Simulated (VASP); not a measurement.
# KBr (I4/mmm) in VASP: further runs, part 2 of 2

VASP 6.6.1. The steps go on from the part before.

### 3 Single point, PBE (strain +0.080 along x and y, -0.080 along z)

Input file INCAR:

```
SYSTEM = KBr
PREC = Accurate
ENCUT = 520
EDIFF = 1E-6
ISMEAR = 0
SIGMA = 0.05
LREAL = .FALSE.
LASPH = .TRUE.
NELM = 60
ALGO = Normal
ISIF = 2
LWAVE = .FALSE.
LCHARG = .FALSE.
GGA = PE
NBANDS = 15
```

Input file KPOINTS:

```
regular mesh
0
G
  6 6 6
  0 0 0
```

Input file POSCAR:

```
KBr
1.0
    0.0000000000      3.5559000000      3.0291000000
    3.5559000000      0.0000000000      3.0291000000
    3.5559000000      3.5559000000      0.0000000000
K Br
1 1
Direct
    0.0000000000      0.0000000000      0.0000000000
    0.5000000000      0.5000000000      0.5000000000
```

Potentials or basis: VASP PAW PBE potentials, release 64 (K_sv, Br).

The run is started by

```sh
cat potpaw_PBE.64/K_sv/POTCAR potpaw_PBE.64/Br/POTCAR > POTCAR
mpirun -np 1 vasp_std > vasp.out
```

OUTCAR:

```text
SYSTEM = KBr
   PREC = Accurate
   ENCUT = 520
   EDIFF = 1E-6
   ISMEAR = 0
   LREAL = .FALSE.
   LASPH = .TRUE.
   NELM = 60
   ISIF = 2
   GGA = PE

 ion  position               nearest neighbor table
   1  0.000  0.000  0.000-   2 3.03   2 3.03
   2  0.500  0.500  0.500-   1 3.03   1 3.03

  LATTYP: Found a body centered tetragonal cell.
 ALAT       =     5.0288020064
 C/A-ratio  =     1.2047004420

  Lattice vectors:

 A1 = (   0.0000000000,  -3.5559000000,  -3.0291000000)
 A2 = (   0.0000000000,   3.5559000000,  -3.0291000000)
 A3 = (   3.5559000000,   0.0000000000,   3.0291000000)

Analysis of symmetry for initial positions (statically):
=====================================================================
 Subroutine PRICEL returns:
 Original cell was already a primitive cell.

 Routine SETGRP: Setting up the symmetry group for a
 body centered tetragonal supercell.

 Subroutine GETGRP returns: Found 16 space group operations
 (whereof 16 operations were pure point group operations)
 out of a pool of 16 trial point group operations.

The static configuration has the point symmetry D_4h.
[... 174 lines left out ...]
      5     -13.3233      2.00000
      6      -2.0011      2.00000
      7      -2.0011      2.00000
      8      -1.9194      2.00000
      9       2.2512      0.00000
     10       5.3616      0.00000
     11       5.3616      0.00000
     12       6.0153      0.00000
     13       6.2902      0.00000
     14       6.9079      0.00000
[... 401 lines left out ...]
      2     -14.2728      2.00000
      3     -13.3787      2.00000
      4     -13.3367      2.00000
      5     -13.2415      2.00000
      6      -2.7427      2.00000
      7      -2.3465      2.00000
      8      -2.1892      2.00000
      9       4.4584      0.00000
     10       5.1271      0.00000
     11       6.5272      0.00000
     12       7.3983      0.00000
     13       7.6882      0.00000
     14       8.2343      0.00000
     15       8.4271      0.00000

 [... further k-points ...]

------------------------ aborting loop because EDIFF is reached ----------------------------------------

  FORCE on cell =-STRESS in cart. coord.  units (eV):
  Direction    XX          YY          ZZ          XY          YZ          ZX
  --------------------------------------------------------------------------------------
  -------------------------------------------------------------------------------------
  Total       -0.4597599     -0.4597599      2.3037701      0.0000000      0.0000000      0.0000000
  in kB       -9.6161005     -9.6161005     48.1844641      0.0000000      0.0000000      0.0000000
  external PRESSURE =       9.6507543 kB  Pullay stress =       0.0000000 kB

 VOLUME and BASIS-vectors are now :
 -----------------------------------------------------------------------------
  energy-cutoff  :      520.00
  volume of cell :       76.60
      direct lattice vectors                 reciprocal lattice vectors
     0.000000000  3.555900000  3.029100000    -0.140611378  0.140611378  0.165065531
     3.555900000  0.000000000  3.029100000     0.140611378 -0.140611378  0.165065531
     3.555900000  3.555900000  0.000000000     0.140611378  0.140611378 -0.165065531

 POSITION                                       TOTAL-FORCE (eV/Angst)
 -----------------------------------------------------------------------------------
      0.00000      0.00000      0.00000         0.000000      0.000000      0.000000
      3.55590      3.55590      3.02910        -0.000000     -0.000000     -0.000000
 -----------------------------------------------------------------------------------
    total drift:                                0.000000      0.000000      0.000000

  FREE ENERGIE OF THE ION-ELECTRON SYSTEM (eV)
  ---------------------------------------------------
  free  energy   TOTEN  =        -6.0962493652 eV

  energy  without entropy=       -6.0962493652  energy(sigma->0) =       -6.09624937
```

stdout:

```text
POSCAR found type information on POSCAR K Br
 POSCAR found :  2 types and       2 ions
 scaLAPACK will be used
 LDA part: xc-table for (Slater+PW92), standard interpolation
 POSCAR, INCAR and KPOINTS ok, starting setup
 FFT: planning ... GRIDC
 FFT: planning ... GRID_SOFT
 FFT: planning ... GRID
 WAVECAR not read
 entering main loop
```

Run time: 46 s. Hardware: 1 thread of Intel Xeon 8259CL, shared host; peak memory 0.23 GiB.

What came out:

| Quantity | Value |
| --- | --- |
| Free energy | -6.0962 eV |
| Pressure | 1.0 GPa |
| Band gap on the k mesh | 4.17 eV |

Caveat: the cell differs from its parent crystal (strain +0.080 along x and y, -0.080 along z).

### 4 Single point, PBE (strain +0.040 along x and y, +0.000 along z)

Input file INCAR:

```
SYSTEM = KBr
PREC = Accurate ; ENCUT = 520
EDIFF = 1E-7 ; ISMEAR = 0
SIGMA = 0.05 ; LREAL = .FALSE.
LASPH = .TRUE. ; NELM = 100
ALGO = Normal ; ISIF = 2
LWAVE = .FALSE. ; LCHARG = .TRUE.
GGA = PE ; LELF = .TRUE.
LVHAR = .TRUE. ; NBANDS = 15
```

KPOINTS is that of step 3.

Input file POSCAR:

```
KBr
1.0
    0.0000000000      3.4242000000      3.2925000000
    3.4242000000      0.0000000000      3.2925000000
    3.4242000000      3.4242000000      0.0000000000
K Br
1 1
Direct
    0.0000000000      0.0000000000      0.0000000000
    0.5000000000      0.5000000000      0.5000000000
```

Potentials or basis: VASP PAW PBE potentials, release 64 (K_sv, Br).

The run is started by

```sh
cat potpaw_PBE.64/K_sv/POTCAR potpaw_PBE.64/Br/POTCAR > POTCAR
mpirun -np 1 vasp_std > vasp.out
```

OUTCAR:

```text
SYSTEM = KBr
   PREC = Accurate
   ENCUT = 520
   EDIFF = 1E-7
   ISMEAR = 0
   LREAL = .FALSE.
   LASPH = .TRUE.
   NELM = 100
   ISIF = 2
   GGA = PE

 ion  position               nearest neighbor table
   1  0.000  0.000  0.000-   2 3.29   2 3.29
   2  0.500  0.500  0.500-   1 3.29   1 3.29

  LATTYP: Found a body centered tetragonal cell.
 ALAT       =     4.8425500803
 C/A-ratio  =     1.3598207331

  Lattice vectors:

 A1 = (   0.0000000000,  -3.4242000000,  -3.2925000000)
 A2 = (   0.0000000000,   3.4242000000,  -3.2925000000)
 A3 = (   3.4242000000,   0.0000000000,   3.2925000000)

Analysis of symmetry for initial positions (statically):
=====================================================================
 Subroutine PRICEL returns:
 Original cell was already a primitive cell.

 Routine SETGRP: Setting up the symmetry group for a
 body centered tetragonal supercell.

 Subroutine GETGRP returns: Found 16 space group operations
 (whereof 16 operations were pure point group operations)
 out of a pool of 16 trial point group operations.

The static configuration has the point symmetry D_4h.
[... 174 lines left out ...]
      5     -13.4167      2.00000
      6      -2.0116      2.00000
      7      -2.0116      2.00000
      8      -2.0041      2.00000
      9       2.2388      0.00000
     10       5.4992      0.00000
     11       5.4992      0.00000
     12       5.7239      0.00000
     13       6.2640      0.00000
     14       6.4431      0.00000
[... 401 lines left out ...]
      2     -14.2209      2.00000
      3     -13.4647      2.00000
      4     -13.4379      2.00000
      5     -13.3722      2.00000
      6      -2.7390      2.00000
      7      -2.3886      2.00000
      8      -2.2611      2.00000
      9       4.3221      0.00000
     10       5.1414      0.00000
     11       6.6135      0.00000
     12       7.3938      0.00000
     13       7.4497      0.00000
     14       8.2254      0.00000
     15       8.5855      0.00000

 [... further k-points ...]

------------------------ aborting loop because EDIFF is reached ----------------------------------------

  FORCE on cell =-STRESS in cart. coord.  units (eV):
  Direction    XX          YY          ZZ          XY          YZ          ZX
  --------------------------------------------------------------------------------------
  -------------------------------------------------------------------------------------
  Total       -0.2621530     -0.2621530      0.1994826      0.0000000      0.0000000      0.0000000
  in kB       -5.4399062     -5.4399062      4.1394405      0.0000000      0.0000000      0.0000000
  external PRESSURE =      -2.2467906 kB  Pullay stress =       0.0000000 kB

 VOLUME and BASIS-vectors are now :
 -----------------------------------------------------------------------------
  energy-cutoff  :      520.00
  volume of cell :       77.21
      direct lattice vectors                 reciprocal lattice vectors
     0.000000000  3.424200000  3.292500000    -0.146019508  0.146019508  0.151860289
     3.424200000  0.000000000  3.292500000     0.146019508 -0.146019508  0.151860289
     3.424200000  3.424200000  0.000000000     0.146019508  0.146019508 -0.151860289

 POSITION                                       TOTAL-FORCE (eV/Angst)
 -----------------------------------------------------------------------------------
      0.00000      0.00000      0.00000         0.000000     -0.000000     -0.000000
      3.42420      3.42420      3.29250        -0.000000      0.000000      0.000000
 -----------------------------------------------------------------------------------
    total drift:                                0.000000      0.000000      0.000000

  FREE ENERGIE OF THE ION-ELECTRON SYSTEM (eV)
  ---------------------------------------------------
  free  energy   TOTEN  =        -6.2164406480 eV

  energy  without entropy=       -6.2164406480  energy(sigma->0) =       -6.21644065
```

stdout:

```text
POSCAR found type information on POSCAR K Br
 POSCAR found :  2 types and       2 ions
 scaLAPACK will be used
 LDA part: xc-table for (Slater+PW92), standard interpolation
 POSCAR, INCAR and KPOINTS ok, starting setup
 FFT: planning ... GRIDC
 FFT: planning ... GRID_SOFT
 FFT: planning ... GRID
 WAVECAR not read
 entering main loop
```

It took 48 s on 1 thread of Intel Xeon 8259CL, shared host; peak memory 0.21 GiB.

Results:

| Quantity | Value |
| --- | --- |
| Free energy | -6.2164 eV |
| Pressure | -0.2 GPa |
| Band gap on the k mesh | 4.24 eV |

Caveat: the cell differs from its parent crystal (strain +0.040 along x and y, +0.000 along z).

### 5 Overview

| cell | gap on the mesh (eV) | pressure (GPa) |
| --- | --- | --- |
| a = 4.846, b = 4.846, c = 4.656 Å, angles 61.3, 61.3, 57.4°, 2 atoms | 4.24 | -0.1 |
| a = 4.671, b = 4.671, c = 5.029 Å, angles 57.4, 57.4, 65.1°, 2 atoms | 4.17 | 1.0 |
| a = 4.750, b = 4.750, c = 4.843 Å, angles 59.4, 59.4, 61.3°, 2 atoms | 4.24 | -0.2 |

Alike in all rows: task single point; level PBE; potentials or basis VASP PAW PBE potentials, release 64 (K_sv, Br); no spin polarisation; k mesh 6 × 6 × 6; cutoff (eV) 520; smearing gaussian 0.05 eV.

Total energies depend on the potentials used, so only differences within one code and one set of settings carry meaning.
